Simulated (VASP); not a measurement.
# BaZrO3 (Pm-3m) in VASP: notebook

BaZrO3 is run at these levels: LDA, PBEsol, PBE; tasks: single point.

Program: VASP 6.6.1. These are calculated values, not measurements. Logs are shortened: lines on timing, memory, paths and dates and some standing lists are left out, and cuts for length are marked.

## (1) The cell of the first run

The structure is cubic, space group Pm-3m (No. 221). Conventional cell: a = 4.148 Å, b = 4.148 Å, c = 4.148 Å, α = 90.00°, β = 90.00°, γ = 90.00°. Within 3.9 Å of Ba (site symmetry m-3m) lie 12 O at 2.93 Å and 8 Zr at 3.59 Å. Zr (site symmetry m-3m) has 6 O at 2.07 Å within 2.7 Å. Within 2.7 Å of O (site symmetry 4/mmm) lie 2 Zr at 2.07 Å.

## (2) Single point, LDA

Input file INCAR:

```
SYSTEM = BaZrO3
PREC = Accurate
ENCUT = 520
EDIFF = 1E-7
ISMEAR = -1
SIGMA = 0.02
LREAL = .False.
LASPH = .True.
NELM = 80
ALGO = Normal
ISIF = 2
LWAVE = .False.
LCHARG = .False.
NBANDS = 28
```

Input file KPOINTS:

```
Automatic mesh
0
Gamma
  6 6 6
  0 0 0
```

Input file POSCAR:

```
BaZrO3
1.0
    4.1475187995      0.0000000000      0.0000000000
    0.0000000000      4.1475187995      0.0000000000
    0.0000000000      0.0000000000      4.1475187995
Ba Zr O
1 1 3
Direct
    0.0000000000      0.0000000000      0.0000000000
    0.5000000000      0.5000000000      0.5000000000
    0.0000000000      0.5000000000      0.5000000000
    0.5000000000      0.0000000000      0.5000000000
    0.5000000000      0.5000000000      0.0000000000
```

Potentials or basis: VASP PAW LDA potentials, release 64 (Ba_sv, Zr_sv, O).

Run with:

```sh
$ cat potpaw_LDA.64/Ba_sv/POTCAR potpaw_LDA.64/Zr_sv/POTCAR potpaw_LDA.64/O/POTCAR > POTCAR
$ mpirun -np 1 vasp_std > vasp.out
```

OUTCAR:

```text
SYSTEM = BaZrO3
   PREC = Accurate
   ENCUT = 520
   EDIFF = 1E-7
   ISMEAR = -1
   LREAL = .False.
   LASPH = .True.
   NELM = 80
   ISIF = 2

 ion  position               nearest neighbor table
   1  0.000  0.000  0.000-   3 2.93   4 2.93   5 2.93   3 2.93   4 2.93   3 2.93   5 2.93   3 2.93
                             4 2.93   5 2.93   4 2.93   5 2.93   2 3.59   2 3.59   2 3.59   2 3.59
   2  0.500  0.500  0.500-   3 2.07   4 2.07   5 2.07   5 2.07   4 2.07   3 2.07   1 3.59   1 3.59
                             1 3.59   1 3.59   1 3.59   1 3.59   1 3.59   1 3.59
   3  0.000  0.500  0.500-   2 2.07   2 2.07   1 2.93   1 2.93   1 2.93   1 2.93
   4  0.500  0.000  0.500-   2 2.07   2 2.07   1 2.93   1 2.93   1 2.93   1 2.93
   5  0.500  0.500  0.000-   2 2.07   2 2.07   1 2.93   1 2.93   1 2.93   1 2.93

  LATTYP: Found a simple cubic cell.
 ALAT       =     4.1475187995

  Lattice vectors:

 A1 = (   4.1475187995,   0.0000000000,   0.0000000000)
 A2 = (   0.0000000000,   4.1475187995,   0.0000000000)
 A3 = (   0.0000000000,   0.0000000000,   4.1475187995)

Analysis of symmetry for initial positions (statically):
=====================================================================
 Subroutine PRICEL returns:
 Original cell was already a primitive cell.

 Routine SETGRP: Setting up the symmetry group for a
 simple cubic supercell.

 Subroutine GETGRP returns: Found 48 space group operations
 (whereof 48 operations were pure point group operations)
 out of a pool of 48 trial point group operations.

The static configuration has the point symmetry O_h .

Analysis of symmetry for dynamics (positions and initial velocities):
=====================================================================
 Subroutine PRICEL returns:
 Original cell was already a primitive cell.

 Routine SETGRP: Setting up the symmetry group for a
 simple cubic supercell.

 Subroutine GETGRP returns: Found 48 space group operations
 (whereof 48 operations were pure point group operations)
 out of a pool of 48 trial point group operations.

The dynamic configuration has the point symmetry O_h .

 Subroutine INISYM returns: Found 48 space group operations
 (whereof 48 operations are pure point group operations),
 and found     1 'primitive' translations

----------------------------------------------------------------------------------------

                                     Primitive cell

  volume of cell :      71.3453

  direct lattice vectors                    reciprocal lattice vectors
     4.147518800  0.000000000  0.000000000     0.241108009  0.000000000  0.000000000
     0.000000000  4.147518800  0.000000000     0.000000000  0.241108009  0.000000000
     0.000000000  0.000000000  4.147518800     0.000000000  0.000000000  0.241108009

  length of vectors
     4.147518800  4.147518800  4.147518800     0.241108009  0.241108009  0.241108009

  position of ions in fractional coordinates (direct lattice)
     0.000000000  0.000000000  0.000000000
     0.500000000  0.500000000  0.500000000
     0.000000000  0.500000000  0.500000000
     0.500000000  0.000000000  0.500000000
     0.500000000  0.500000000  0.000000000

  ion indices of the primitive-cell ions
   primitive index   ion index
                 1           1
                 2           2
                 3           3
                 4           4
                 5           5

----------------------------------------------------------------------------------------

 KPOINTS: Automatic mesh

Automatic generation of k-mesh.
 Grid dimensions read from file:
 generate k-points for:    6    6    6

 Generating k-lattice:

  Cartesian coordinates                     Fractional coordinates (reciprocal lattice)
     0.040184668  0.000000000  0.000000000     0.166666667  0.000000000  0.000000000
     0.000000000  0.040184668  0.000000000     0.000000000  0.166666667  0.000000000
     0.000000000  0.000000000  0.040184668     0.000000000  0.000000000  0.166666667

  Length of vectors
     0.040184668  0.040184668  0.040184668

  Shift w.r.t. Gamma in fractional coordinates (k-lattice)
     0.000000000  0.000000000  0.000000000

 Subroutine IBZKPT returns following result:
 ===========================================

 Found     20 irreducible k-points:

 Following reciprocal coordinates:
            Coordinates               Weight
  0.000000  0.000000  0.000000      1.000000
  0.166667  0.000000  0.000000      6.000000
  0.333333  0.000000  0.000000      6.000000
  0.500000  0.000000  0.000000      3.000000
  0.166667  0.166667  0.000000     12.000000
  0.333333  0.166667  0.000000     24.000000
[... 12 lines left out ...]
  0.500000  0.500000  0.333333      6.000000
  0.500000  0.500000  0.500000      1.000000
   k-points           NKPTS =     20   k-points in BZ     NKDIM =     20   number of bands    NBANDS=     28
   number of dos      NEDOS =    301   number of ions     NIONS =      5
   total plane-waves  NPLWV =  32768
   dimension x,y,z NGX =    32 NGY =   32 NGZ =   32
   dimension x,y,z NGXF=    64 NGYF=   64 NGZF=   64
   ions per type =               1   1   3
   NGX,Y,Z   is equivalent  to a cutoff of  12.83, 12.83, 12.83 a.u.
   NGXF,Y,Z  is equivalent  to a cutoff of  25.65, 25.65, 25.65 a.u.
 SYSTEM =  BaZrO3
   PREC   = accura    normal or accurate (medium, high low for compatibility)
   ISTART =      0    job   : 0-new  1-cont  2-samecut
   ICHARG =      2    charge: 1-file 2-atom 10-const
   ISPIN  =      1    spin polarized calculation?
   LNONCOLLINEAR =      F non collinear calculations
   LSORBIT =      F    spin-orbit coupling
   LASPH  =      T    aspherical Exc in radial PAW
   ENCUT  =  520.0 eV  38.22 Ry    6.18 a.u.   7.71  7.71  7.71*2*pi/ulx,y,z
   NELM   =     80;   NELMIN=  2; NELMDL= -5     # of ELM steps
   EDIFF  = 0.1E-06   stopping-criterion for ELM
   LREAL  =      F    real-space projection
   EDIFFG = 0.1E-05   stopping-criterion for IOM
   NSW    =      0    number of steps for IOM
   IBRION =     -1    ionic relax: 0-MD 1-quasi-New 2-CG
   NFREE  =      0    steps in history (QN), initial steepest desc. (CG)
   ISIF   =      2    stress and relaxation
   ISYM   =      2    0-nonsym 1-usesym 2-fastsym
   POTIM  = 0.5000    time-step for ionic-motion
   TEBEG  =    0.0;   TEEND  =   0.0 temperature during run
   PSTRESS=    0.0 pullay stress
   NELECT =      40.0000    total number of electrons
   NUPDOWN=      -1.0000    fix difference up-down
   EMIN   =  10.00;   EMAX   =-10.00  energy-range for DOS
   EFERMI =   0.00;   METHOD = LEGACY
   ISMEAR =    -1;   SIGMA  =   0.02  broadening in eV -4-tet -1-fermi 0-gaus
   EFERMI_NEDOS =   21; number of points for ismear=-14 and -15
   IALGO  =     38    algorithm
   IMIX   =      4    mixing-type and parameters
     AMIX     =   0.40;   BMIX     =  1.00
     AMIX_MAG =   1.60;   BMIX_MAG =  1.00
  volume/ion in A,a.u.               =      14.27        96.29
  Fermi-wavevector in a.u.,A,eV,Ry     =   1.349915  2.550970 24.793500  1.822271
  Thomas-Fermi vector in A             =   2.477463
   LORBIT       =      0    0 simple, 1 ext, 2 COOP (PROOUT), +10 PAW based schemes
   GGA     = CA    functional components
   LHFCALC =     F    Hartree Fock is set to
   AEXX    =    0.0000 exact exchange contribution
   IVDW    =     0    specifies the selected vdW correction
   LEPSILON=     F    determine dielectric tensor
   LRPA    =     F    only Hartree local field effects (RPA)
 non-spin polarized calculation
  energy-cutoff  :      520.00
  volume of cell :       71.35
 maximum number of plane-waves:      1936
 NGX is ok and might be reduce to    32
   NGX = 15   NGY = 15   NGZ = 15

 number of electron      40.0000017 magnetization

 Free energy of the ion-electron system (eV)
  ---------------------------------------------------
  ext. energy  EPLUGINS =         0.00000000
  ---------------------------------------------------
  free energy    TOTEN  =       -45.73774785 eV

  energy without entropy =      -45.73774785  energy(sigma->0) =      -45.73774785

 E-fermi :   4.1662     XC(G=0): -11.3937

 val. band max:        3.7025449693   @ k =   0.5000   0.5000   0.5000
 cond. band min:       6.8346899650   @ k =   0.0000   0.0000   0.0000
 fundamental gap:      3.1321449957
 Fermi energy:         4.1661833749

 k-point     1 :       0.0000    0.0000    0.0000
  band No.  band energies     occupation
      1     -42.7650      2.00000
      2     -21.3412      2.00000
      3     -21.1495      2.00000
      4     -21.1495      2.00000
      5     -21.1495      2.00000
      6     -12.4076      2.00000
[... 20 lines left out ...]
     27      11.5379      0.00000
     28      11.5380      0.00000

 k-point     2 :       0.1667    0.0000    0.0000
  band No.  band energies     occupation
      1     -42.7639      2.00000
      2     -21.4213      2.00000
      3     -21.1474      2.00000
      4     -21.1474      2.00000
      5     -21.1246      2.00000
      6     -12.4286      2.00000
[... 20 lines left out ...]
     27      11.5403      0.00000
     28      12.0653      0.00000

 k-point     3 :       0.3333    0.0000    0.0000
  band No.  band energies     occupation
      1     -42.7619      2.00000
      2     -21.5647      2.00000
      3     -21.1430      2.00000
      4     -21.1430      2.00000
      5     -21.0846      2.00000
      6     -12.5672      2.00000
[... 20 lines left out ...]
     27      11.5397      0.00000
     28      11.7501      0.00000

 k-point     4 :       0.5000    0.0000    0.0000
  band No.  band energies     occupation
      1     -42.7608      2.00000
      2     -21.6317      2.00000
      3     -21.1408      2.00000
      4     -21.1408      2.00000
      5     -21.0661      2.00000
      6     -12.6420      2.00000
[... 454 lines left out ...]
     27      12.1121      0.00000
     28      12.8483      0.00000

 k-point    19 :       0.5000    0.5000    0.3333
  band No.  band energies     occupation
      1     -42.7537      2.00000
      2     -21.4216      2.00000
      3     -21.4216      2.00000
      4     -21.3505      2.00000
      5     -21.1940      2.00000
      6     -11.3756      2.00000
[... 20 lines left out ...]
     27      12.3920      0.00000
     28      13.2189      0.00000

 k-point    20 :       0.5000    0.5000    0.5000
  band No.  band energies     occupation
      1     -42.7526      2.00000
      2     -21.4185      2.00000
      3     -21.4185      2.00000
      4     -21.4185      2.00000
      5     -21.1830      2.00000
      6     -11.0473      2.00000
[... 20 lines left out ...]
     27      13.0858      0.00000
     28      13.0858      0.00000

------------------------ aborting loop because EDIFF is reached ----------------------------------------

  FORCE on cell =-STRESS in cart. coord.  units (eV):
  Direction    XX          YY          ZZ          XY          YZ          ZX
  --------------------------------------------------------------------------------------
  -------------------------------------------------------------------------------------
  Total        0.6706302      0.6706302      0.6706302      0.0000000      0.0000000     -0.0000000
  in kB       15.0601256     15.0601256     15.0601256      0.0000000      0.0000000     -0.0000000
  external PRESSURE =      15.0601256 kB  Pullay stress =       0.0000000 kB

 VOLUME and BASIS-vectors are now :
 -----------------------------------------------------------------------------
  energy-cutoff  :      520.00
  volume of cell :       71.35
      direct lattice vectors                 reciprocal lattice vectors
     4.147518800  0.000000000  0.000000000     0.241108009  0.000000000  0.000000000
     0.000000000  4.147518800  0.000000000     0.000000000  0.241108009  0.000000000
     0.000000000  0.000000000  4.147518800     0.000000000  0.000000000  0.241108009

 POSITION                                       TOTAL-FORCE (eV/Angst)
 -----------------------------------------------------------------------------------
      0.00000      0.00000      0.00000         0.000000      0.000000      0.000000
      2.07376      2.07376      2.07376         0.000000      0.000000      0.000000
      0.00000      2.07376      2.07376         0.000000      0.000000      0.000000
      2.07376      0.00000      2.07376         0.000000      0.000000      0.000000
      2.07376      2.07376      0.00000         0.000000      0.000000      0.000000
 -----------------------------------------------------------------------------------
    total drift:                                0.000000     -0.000000     -0.000000

  FREE ENERGIE OF THE ION-ELECTRON SYSTEM (eV)
  ---------------------------------------------------
  free  energy   TOTEN  =       -45.7377478480 eV

  energy  without entropy=      -45.7377478480  energy(sigma->0) =      -45.73774785
```

Wall time 20 s (1 thread of Intel Xeon Platinum 8259CL at 2.50GHz (Skylake/Cascade Lake), shared host); peak memory 0.18 GiB.

What came out:

| Quantity | Value |
| --- | --- |
| Free energy | -45.7377 eV |
| Pressure | 1.5 GPa |
| Band gap on the k mesh | 3.13 eV (least direct gap 3.31 eV) |

Levels at points of the mesh, in eV from the valence-band top:
| k point | band 18 | band 19 | band 20 | band 21 | band 22 | band 23 |
| --- | --- | --- | --- | --- | --- | --- |
| (0.00, 0.00, 0.00) | -0.18 | -0.18 | -0.18 | 3.13 | 3.13 | 3.13 |
| (0.50, 0.00, 0.00) | -1.81 | -0.40 | -0.40 | 3.62 | 5.86 | 5.86 |
| (0.50, 0.50, 0.00) | -0.93 | -0.70 | -0.08 | 5.83 | 5.83 | 6.57 |
| (0.50, 0.50, 0.50) | 0.00 | 0.00 | 0.00 | 6.03 | 6.03 | 6.03 |

Caveat: spin-orbit coupling is left out, which moves the levels of the heavy elements.

(Continued in part 2 of 2.)
